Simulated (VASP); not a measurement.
Write the native input for VASP 6.6.1 that does the following.

```
Task                   : relaxation of cell and atoms
Functional             : PBE
Potentials or basis    : VASP PAW PBE potentials, release 64 (C)
Cutoff                 : 600 eV
k mesh                 : 24 × 24 × 22
Occupations            : fermi-dirac, width 0.1 eV
Spin                   : no spin polarisation
Target pressure        : 96 GPa
Dipole correction      : no
Further INCAR settings : ALGO = Normal; EDIFF = 1e-06; IBRION = 2; EDIFFG = -0.005; NSW = 32; ISIF = 3
```

The structure of C lies in POSCAR:

```
C
1.0
    1.8644255200      0.0000000000      0.0000000000
   -0.9322127600      1.6146398638      0.0000000000
    0.0000000000      0.0000000000      1.5272833198
C
1
Direct
    0.0000000000      0.0000000000      0.0000000000
```

These files were run (other wordings do the same):

INCAR

```
SYSTEM = C
ALGO     = Normal         ! electronic algorithm
EDIFF    = 1E-6           ! SCF threshold, eV
EDIFFG   = -0.005         ! ionic threshold
ENCUT    = 600            ! plane-wave cutoff, eV
GGA      = PE             ! functional
IBRION   = 2              ! ionic algorithm
ISIF     = 3              ! what is computed and relaxed
ISMEAR   = -1             ! smearing method
LASPH    = .True.         ! aspherical terms in the spheres
LCHARG   = .False.        ! write CHGCAR
LREAL    = .False.        ! projectors in reciprocal space
LWAVE    = .False.        ! write WAVECAR
NELM     = 60             ! most SCF steps
NSW      = 32             ! ionic steps
PREC     = Accurate       ! precision mode
PSTRESS  = 960.0        
SIGMA    = 0.1            ! smearing width, eV
```

KPOINTS

```
k-points
0
Gamma
  24 24 22
  0 0 0
```

Potentials or basis: VASP PAW PBE potentials, release 64 (C).

Run with:

```sh
$ cat potpaw_PBE.64/C/POTCAR > POTCAR
$ mpirun -np 1 vasp_std > vasp.out
```

Results of the run:

- Energy change on relaxing (the run minimises the enthalpy): +0.0 meV/atom
- Ionic steps: 3
- Pressure after relaxing: 95.9 GPa
- Band gap on the k mesh: zero (bands 2 and 3 overlap by 19.78 eV)

Caveat: the cell is relaxed towards a set pressure, so the run minimises the enthalpy, not the energy.

Run time: 30 s on 1 thread of Intel Xeon 8259CL, on a shared host, peak memory 0.13 GiB.
